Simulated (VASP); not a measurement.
# Ge in VASP: further runs, part 2 of 2

VASP 6.6.1. Earlier steps stand in the parts before.

### Step 3. Single point, PBE

Input file INCAR:

```
PREC = Accurate ; ENCUT = 520
EDIFF = 1E-6 ; ISMEAR = 0
SIGMA = 0.1 ; LREAL = False
LASPH = True ; NELM = 60
ALGO = Normal ; ISIF = 2
LWAVE = False ; LCHARG = True
LDIPOL = True ; IDIPOL = 3
DIPOL = 0.5 0.5 0.500 ; GGA = PE
LELF = True ; LVHAR = True
LVACPOTAV = True ; NBANDS = 21
```

Input file KPOINTS:

```
Automatic mesh
0
Gamma
  12 12 1
```

Input file POSCAR:

```
Ge
1.0
    4.2460000000      0.0000000000      0.0000000000
   -2.1230000000      3.6771438645      0.0000000000
    0.0000000000      0.0000000000     28.0000000000
Ge
2
Direct
    0.3333333333      0.6666666667      0.5077857143
    0.6666666667      0.3333333333      0.4922142857
```

Potentials or basis: VASP PAW PBE potentials, release 64 (Ge_d).

Run with:

```console
$ cat potpaw_PBE.64/Ge_d/POTCAR > POTCAR
$ mpirun -np 1 vasp_std > vasp.out
```

OUTCAR:

```text
PREC = Accurate
   ENCUT = 520
   EDIFF = 1E-6
   ISMEAR = 0
   LREAL = False
   LASPH = True
   NELM = 60
   ISIF = 2
   GGA = PE

 ion  position               nearest neighbor table
   1  0.333  0.667  0.508-   2 2.49   2 2.49   2 2.49
   2  0.667  0.333  0.492-   1 2.49   1 2.49   1 2.49

  LATTYP: Found a hexagonal cell.
 ALAT       =     4.2460000000
 C/A-ratio  =     6.5944418276

  Lattice vectors:

 A1 = (   4.2460000000,   0.0000000000,   0.0000000000)
 A2 = (  -2.1230000000,   3.6771438645,   0.0000000000)
 A3 = (   0.0000000000,   0.0000000000,  28.0000000000)

Analysis of symmetry for initial positions (statically):
=====================================================================
 Subroutine PRICEL returns:
 Original cell was already a primitive cell.

 Routine SETGRP: Setting up the symmetry group for a
 hexagonal supercell.

 Subroutine GETGRP returns: Found 12 space group operations
 (whereof 12 operations were pure point group operations)
 out of a pool of 24 trial point group operations.

The static configuration has the point symmetry D_3d.

Analysis of symmetry for dynamics (positions and initial velocities):
=====================================================================
 Subroutine PRICEL returns:
 Original cell was already a primitive cell.

 Routine SETGRP: Setting up the symmetry group for a
 hexagonal supercell.

 Subroutine GETGRP returns: Found 12 space group operations
 (whereof 12 operations were pure point group operations)
 out of a pool of 24 trial point group operations.

The dynamic configuration has the point symmetry D_3d.

 Subroutine INISYM returns: Found 12 space group operations
 (whereof 12 operations are pure point group operations),
 and found     1 'primitive' translations

----------------------------------------------------------------------------------------

                                     Primitive cell

  volume of cell :     437.1683

  direct lattice vectors                    reciprocal lattice vectors
     4.246000000  0.000000000  0.000000000     0.235515780  0.135975099  0.000000000
    -2.123000000  3.677143865  0.000000000     0.000000000  0.271950197  0.000000000
     0.000000000  0.000000000 28.000000000     0.000000000  0.000000000  0.035714286

  length of vectors
     4.246000000  4.246000000 28.000000000     0.271950197  0.271950197  0.035714286

  position of ions in fractional coordinates (direct lattice)
     0.333333333  0.666666667  0.507785714
     0.666666667  0.333333333  0.492214286

  ion indices of the primitive-cell ions
   primitive index   ion index
                 1           1
                 2           2

----------------------------------------------------------------------------------------

 KPOINTS: Automatic mesh

Automatic generation of k-mesh.
 Grid dimensions read from file:
 generate k-points for:   12   12    1

 Generating k-lattice:

  Cartesian coordinates                     Fractional coordinates (reciprocal lattice)
     0.019626315  0.011331258  0.000000000     0.083333333 -0.000000000  0.000000000
     0.000000000  0.022662516  0.000000000     0.000000000  0.083333333  0.000000000
     0.000000000  0.000000000  0.035714286     0.000000000  0.000000000  1.000000000

  Length of vectors
     0.022662516  0.022662516  0.035714286

  Shift w.r.t. Gamma in fractional coordinates (k-lattice)
     0.000000000  0.000000000  0.000000000

 Subroutine IBZKPT returns following result:
 ===========================================

 Found     19 irreducible k-points:

 Following reciprocal coordinates:
            Coordinates               Weight
  0.000000  0.000000  0.000000      1.000000
  0.083333 -0.000000  0.000000      6.000000
  0.166667 -0.000000  0.000000      6.000000
  0.250000 -0.000000  0.000000      6.000000
  0.333333 -0.000000  0.000000      6.000000
  0.416667 -0.000000  0.000000      6.000000
[... 11 lines left out ...]
  0.333333  0.250000  0.000000     12.000000
  0.333333  0.333333  0.000000      2.000000
   k-points           NKPTS =     19   k-points in BZ     NKDIM =     19   number of bands    NBANDS=     21
   number of dos      NEDOS =    301   number of ions     NIONS =      2
   total plane-waves  NPLWV = 215040
   dimension x,y,z NGX =    32 NGY =   32 NGZ =  210
   dimension x,y,z NGXF=    64 NGYF=   64 NGZF=  420
   ions per type =               2
   NGX,Y,Z   is equivalent  to a cutoff of  12.53, 12.53, 12.47 a.u.
   NGXF,Y,Z  is equivalent  to a cutoff of  25.06, 25.06, 24.94 a.u.
 SYSTEM =  unknown system
   PREC   = accura    normal or accurate (medium, high low for compatibility)
   ISTART =      0    job   : 0-new  1-cont  2-samecut
   ICHARG =      2    charge: 1-file 2-atom 10-const
   ISPIN  =      1    spin polarized calculation?
   LNONCOLLINEAR =      F non collinear calculations
   LSORBIT =      F    spin-orbit coupling
   LASPH  =      T    aspherical Exc in radial PAW
   ENCUT  =  520.0 eV  38.22 Ry    6.18 a.u.   7.89  7.89 52.06*2*pi/ulx,y,z
   NELM   =     60;   NELMIN=  2; NELMDL= -5     # of ELM steps
   EDIFF  = 0.1E-05   stopping-criterion for ELM
   LREAL  =      F    real-space projection
   EDIFFG = 0.1E-04   stopping-criterion for IOM
   NSW    =      0    number of steps for IOM
   IBRION =     -1    ionic relax: 0-MD 1-quasi-New 2-CG
   NFREE  =      0    steps in history (QN), initial steepest desc. (CG)
   ISIF   =      2    stress and relaxation
   ISYM   =      2    0-nonsym 1-usesym 2-fastsym
   POTIM  = 0.5000    time-step for ionic-motion
   TEBEG  =    0.0;   TEEND  =   0.0 temperature during run
   PSTRESS=    0.0 pullay stress
   NELECT =      28.0000    total number of electrons
   NUPDOWN=      -1.0000    fix difference up-down
   EMIN   =  10.00;   EMAX   =-10.00  energy-range for DOS
   EFERMI =   0.00;   METHOD = LEGACY
   ISMEAR =     0;   SIGMA  =   0.10  broadening in eV -4-tet -1-fermi 0-gaus
   EFERMI_NEDOS =   21; number of points for ismear=-14 and -15
   IALGO  =     38    algorithm
   IMIX   =      4    mixing-type and parameters
     AMIX     =   0.40;   BMIX     =  1.00
     AMIX_MAG =   1.60;   BMIX_MAG =  1.00
  volume/ion in A,a.u.               =     218.58      1475.08
  Fermi-wavevector in a.u.,A,eV,Ry     =   0.655005  1.237780  5.837329  0.429032
  Thomas-Fermi vector in A             =   1.725743
   LORBIT       =      0    0 simple, 1 ext, 2 COOP (PROOUT), +10 PAW based schemes
   GGA     = PE    functional components
   LHFCALC =     F    Hartree Fock is set to
   AEXX    =    0.0000 exact exchange contribution
   IVDW    =     0    specifies the selected vdW correction
   LEPSILON=     F    determine dielectric tensor
   LRPA    =     F    only Hartree local field effects (RPA)
 non-spin polarized calculation
 Gauss-broadening in eV      SIGMA  =   0.10
  energy-cutoff  :      520.00
  volume of cell :      437.17
 maximum number of plane-waves:     11808
 NGX is ok and might be reduce to    32
   NGX = 15   NGY = 15   NGZ =105

 number of electron      27.9999988 magnetization

 dipolmoment           0.000000      0.000000     -0.000000 electrons x Angstroem

 Free energy of the ion-electron system (eV)
  ---------------------------------------------------
  ext. energy  EPLUGINS =         0.00000000
  ---------------------------------------------------
  free energy    TOTEN  =        -7.91305680 eV

  energy without entropy =       -7.91155844  energy(sigma->0) =       -7.91230762

 E-fermi :  -3.6776     XC(G=0):  -1.5696

 val. band max:       -3.9128393614   @ k =   0.3333   0.2500   0.0000
 cond. band min:      -3.6094161482   @ k =   0.0833  -0.0000   0.0000
 fundamental gap:      0.3034232131
 Fermi energy:        -3.6776176859

 k-point     1 :       0.0000    0.0000    0.0000
  band No.  band energies     occupation
      1     -28.3758      2.00000
      2     -28.3684      2.00000
      3     -28.3684      2.00000
      4     -28.3466      2.00000
      5     -28.3466      2.00000
      6     -28.2492      2.00000
[... 13 lines left out ...]
     20       0.9843      0.00000
     21       1.2768      0.00000
[... 409 lines left out ...]
 k-point    19 :       0.3333    0.3333    0.0000
  band No.  band energies     occupation
      1     -28.4469      2.00000
      2     -28.3915      2.00000
      3     -28.3915      2.00000
      4     -28.3372      2.00000
      5     -28.2824      2.00000
      6     -28.2824      2.00000
[... 13 lines left out ...]
     20       3.1794      0.00000
     21       3.1794      0.00000

------------------------ aborting loop because EDIFF is reached ----------------------------------------

 vacuum level on the upper side and lower side of the slab       (xc-potential included)        -0.125        -0.125

  FORCE on cell =-STRESS in cart. coord.  units (eV):
  Direction    XX          YY          ZZ          XY          YZ          ZX
  --------------------------------------------------------------------------------------
  -------------------------------------------------------------------------------------
  Total       -2.1275934     -2.1275934      0.1820117     -0.0000000     -0.0000000      0.0000000
  in kB       -7.7974138     -7.7974138      0.6670543     -0.0000000     -0.0000000      0.0000000
  external PRESSURE =      -4.9759244 kB  Pullay stress =       0.0000000 kB

 VOLUME and BASIS-vectors are now :
 -----------------------------------------------------------------------------
  energy-cutoff  :      520.00
  volume of cell :      437.17
      direct lattice vectors                 reciprocal lattice vectors
     4.246000000  0.000000000  0.000000000     0.235515780  0.135975099  0.000000000
    -2.123000000  3.677143865  0.000000000     0.000000000  0.271950197  0.000000000
     0.000000000  0.000000000 28.000000000     0.000000000  0.000000000  0.035714286

 POSITION                                       TOTAL-FORCE (eV/Angst)
 -----------------------------------------------------------------------------------
     -0.00000      2.45143     14.21800        -0.000000     -0.000000      0.450045
      2.12300      1.22571     13.78200         0.000000      0.000000     -0.450045
 -----------------------------------------------------------------------------------
    total drift:                               -0.000000      0.000000     -0.000000

  FREE ENERGIE OF THE ION-ELECTRON SYSTEM (eV)
  ---------------------------------------------------
  free  energy   TOTEN  =        -7.9130568007 eV

  energy  without entropy=       -7.9115584405  energy(sigma->0) =       -7.91230762

 vacuum level on the upper side and lower side of the slab         0.997         0.997
```

Run time: 2.2 min. Hardware: 1 thread of Intel Xeon Platinum 8488C (Sapphire Rapids), shared host; peak memory 0.55 GiB.

What came out:

| Property | Result |
| --- | --- |
| Free energy | -7.9131 eV |
| Largest force | 0.450 eV/Å |
| Band gap on the k mesh | zero (band 14 reaches -3.43 eV, above the bottom of band 15 at -4.66 eV) |
| Work function of the upper face | 4.67 eV |
| Work function of the lower face | 4.67 eV |

Forces on the atoms (eV/Å):
```
Ge   0.000  0.000  0.450
Ge   0.000  0.000 -0.450
```

### Step 4. Single point, PBE

Input file INCAR:

```
PREC = Accurate
ENCUT = 520
EDIFF = 1E-6
ISMEAR = 0
SIGMA = 0.1
LREAL = F
LASPH = T
NELM = 80
ALGO = Normal
ISIF = 2
LWAVE = F
LCHARG = F
LDIPOL = T
IDIPOL = 3
DIPOL = 0.5 0.5 0.500
GGA = PE
NBANDS = 21
```

Input file KPOINTS:

```
regular mesh
0
Gamma
  12 12 1
```

Input file POSCAR:

```
Ge
1.0
    4.2460000000      0.0000000000      0.0000000000
   -2.1230000000      3.6771438645      0.0000000000
    0.0000000000      0.0000000000     28.0000000000
Ge
2
Direct
    0.3333333333      0.6666666667      0.5129821429
    0.6666666667      0.3333333333      0.4870178571
```

Run with:

```console
$ cat potpaw_PBE.64/Ge_d/POTCAR > POTCAR
$ mpirun -np 1 vasp_std > vasp.out
```

Wall time 2.1 min (1 thread of Intel Xeon Platinum 8488C (Sapphire Rapids), shared host); peak memory 0.51 GiB.

The run converged. Its results:

- Free energy: -7.9426 eV
- Largest force: 0.384 eV/Å
- Band gap on the k mesh: zero (band 14 reaches -3.53 eV, above the bottom of band 15 at -3.63 eV)

Forces on the atoms (eV/Å):
```
Ge   0.000  0.000 -0.384
Ge   0.000  0.000  0.384
```

Levels at points of the mesh, in eV from the Fermi level:
| k point | band 10 | band 11 | band 12 | band 13 | band 14 | band 15 | band 16 | band 17 | band 18 | band 19 |
| --- | --- | --- | --- | --- | --- | --- | --- | --- | --- | --- |
| (0.00, 0.00, 0.00) | -24.26 | -10.52 | -3.62 | -0.46 | -0.46 | -0.06 | 2.32 | 3.59 | 3.59 | 4.32 |
| (0.50, 0.00, 0.00) | -24.22 | -8.79 | -7.09 | -1.75 | -1.06 | 0.70 | 1.52 | 5.28 | 6.22 | 6.31 |

### Step 5. Single point, PBE

Input file INCAR:

```
SYSTEM = Ge
  PREC = Accurate
  ENCUT = 520
  EDIFF = 1E-6
  ISMEAR = 0
  SIGMA = 0.1
  LREAL = .FALSE.
  LASPH = .TRUE.
  NELM = 80
  ALGO = Normal
  ISIF = 2
  LWAVE = .FALSE.
  LCHARG = .TRUE.
  LDIPOL = .TRUE.
  IDIPOL = 3
  DIPOL = 0.5 0.5 0.500
  GGA = PE
  LELF = .TRUE.
  LVHAR = .TRUE.
  LVACPOTAV = .TRUE.
  NBANDS = 21
```

Input file KPOINTS:

```
regular mesh
0
G
  12 12 1
  0 0 0
```

Input file POSCAR:

```
Ge
1.0
    4.2460000000      0.0000000000      0.0000000000
   -2.1230000000      3.6771438645      0.0000000000
    0.0000000000      0.0000000000     28.0000000000
Ge
2
Direct
    0.3333333333      0.6666666667      0.5181785714
    0.6666666667      0.3333333333      0.4818214286
```

Run with:

```console
$ cat potpaw_PBE.64/Ge_d/POTCAR > POTCAR
$ mpirun -np 1 vasp_std > vasp.out
```

Run time: 2.7 min. Hardware: 1 thread of Intel Xeon Platinum 8488C (Sapphire Rapids), shared host; peak memory 0.55 GiB.

The run converged. Its results:

```
Free energy            : -7.6614 eV
Largest force          : 1.550 eV/Å
Band gap on the k mesh : zero (band 14 reaches -3.30 eV, above the bottom of band 15 at -3.66 eV)
```

Forces in eV/Å, atoms in the order of the input:
```
Ge   0.000  0.000 -1.550
Ge   0.000  0.000  1.550
```

Levels at points of the mesh, in eV from the Fermi level:
```csv
k point,band 11,band 12,band 13,band 14,band 15,band 16,band 17,band 18
"(0.00, 0.00, 0.00)",-10.09,-4.30,0.07,0.07,0.71,1.53,3.65,3.65
"(0.50, 0.00, 0.00)",-8.42,-6.81,-1.37,-1.20,0.27,1.97,4.55,5.48
```

### Step 6. Single point, PBE

This run uses another cell than the first one, of 198.97 Å³/atom, 0.910 times its volume.

Input file INCAR:

```
SYSTEM = Ge
PREC = Accurate ; ENCUT = 520
EDIFF = 1E-6 ; ISMEAR = 0
SIGMA = 0.1 ; LREAL = .False.
LASPH = .True. ; NELM = 60
ALGO = Normal ; ISIF = 2
LWAVE = .False. ; LCHARG = .True.
LDIPOL = .True. ; IDIPOL = 3
DIPOL = 0.5 0.5 0.500 ; GGA = PE
LELF = .True. ; LVHAR = .True.
LVACPOTAV = .True. ; NBANDS = 21
```

Input file KPOINTS:

```
Automatic mesh
0
Gamma
  12 12 1
  0 0 0
```

Input file POSCAR:

```
Ge
1.0
    4.0510000000      0.0000000000      0.0000000000
   -2.0255000000      3.5082689107      0.0000000000
    0.0000000000      0.0000000000     28.0000000000
Ge
2
Direct
    0.3333333333      0.6666666667      0.5129821429
    0.6666666667      0.3333333333      0.4870178571
```

Potentials or basis: VASP PAW PBE potentials, release 64 (Ge_d).

Run with:

```console
$ cat potpaw_PBE.64/Ge_d/POTCAR > POTCAR
$ mpirun -np 1 vasp_std > vasp.out
```

Run time: 2.7 min. Hardware: 1 thread of Intel Xeon Platinum 8488C (Sapphire Rapids), shared host; peak memory 0.51 GiB.

The run converged. Its results:

```
Free energy            : -8.0734 eV
Largest force          : 0.200 eV/Å
Band gap on the k mesh : zero (filled and empty bands touch)
```

Forces in eV/Å, atoms in the order of the input:
```
Ge   0.000  0.000 -0.200
Ge   0.000  0.000  0.200
```

Levels at points of the mesh, in eV from the Fermi level:
```
           k point  band 12  band 13  band 14  band 15  band 16  band 17
(0.00, 0.00, 0.00)    -3.57    -0.34    -0.34     0.61     2.24     3.92
(0.50, 0.00, 0.00)    -7.28    -1.85    -1.16     0.67     1.75     5.39
```
